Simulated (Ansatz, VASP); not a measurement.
**Si2F in VASP and in Ansatz**

```
Si F
1.0
     2.06825    3.58232    0.00000
    -2.06825    3.58232    0.00000
     0.00000    0.00000    2.77848
Si F
2 1
Direct
  0.33333 0.33333 0.50000
  0.66667 0.66667 0.50000
  0.00000 0.00000 0.00000
```

Alike in both runs: functional r2SCAN; k mesh 6 × 6 × 5; no spin polarisation.

Ansatz relaxed the structure, and its values are those at the end. VASP's run is a single point on that final structure, the one shown.

|  | VASP | Ansatz |
| --- | --- | --- |
| version | VASP 6.6.1 | Ansatz 0.2.0 |
| potentials or method | VASP PAW PBE potentials, release 64 (Si, F), cutoff 520 eV | PAW plane waves |
| occupations | fermi-dirac, width 0.1 eV | fermi-dirac |
| valence electrons in the cell | 15 | 15 |

```tsv
	VASP	Ansatz	Ansatz less VASP
gap on the k mesh at the Fermi level (eV)	none	none	-
pressure (GPa)	-0.4	0.0	+0.37
```

VASP's potentials were made for PBE, not for r2SCAN. A gap of «none» marks a metal or a gap that the smearing closes. Ansatz's warnings: structure snapped to symmetry.

The k mesh is coarse, so the values compare programs but aren't converged.
